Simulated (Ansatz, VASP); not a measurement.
Two plane-wave programs on W

```
CELL_PARAMETERS angstrom
-1.58448 1.58448 1.58448
1.58448 -1.58448 1.58448
1.58448 1.58448 -1.58448
ATOMIC_POSITIONS crystal
W 0.00000 0.00000 0.00000
```

Alike in both runs: functional r2SCAN; k mesh 18 × 18 × 18; occupations gaussian, width 0.1 eV; no spin polarisation.

Ansatz relaxed the structure, and its values are those at the end. VASP's run is a single point on that final structure, the one shown.

|  | VASP | Ansatz |
| --- | --- | --- |
| version | VASP 6.6.1 | Ansatz 0.2.0 |
| potentials or method | VASP PAW PBE potentials, release 64 (W_sv), cutoff 520 eV | scalar-relativistic, plane waves, PAW |
| valence electrons in the cell | 14 | 14 |

Ansatz gave:

```
gap on the k mesh at the Fermi level (eV) : none
pressure (GPa)                            : 0.0
```

Problem. What did VASP give for the same quantities?

Solution. gap on the k mesh at the Fermi level (eV): none; pressure (GPa): 1.1.

VASP's potentials were made for PBE, not for r2SCAN. A gap of «none» marks a metal or a gap that the smearing closes.

Spin-orbit coupling is off throughout.
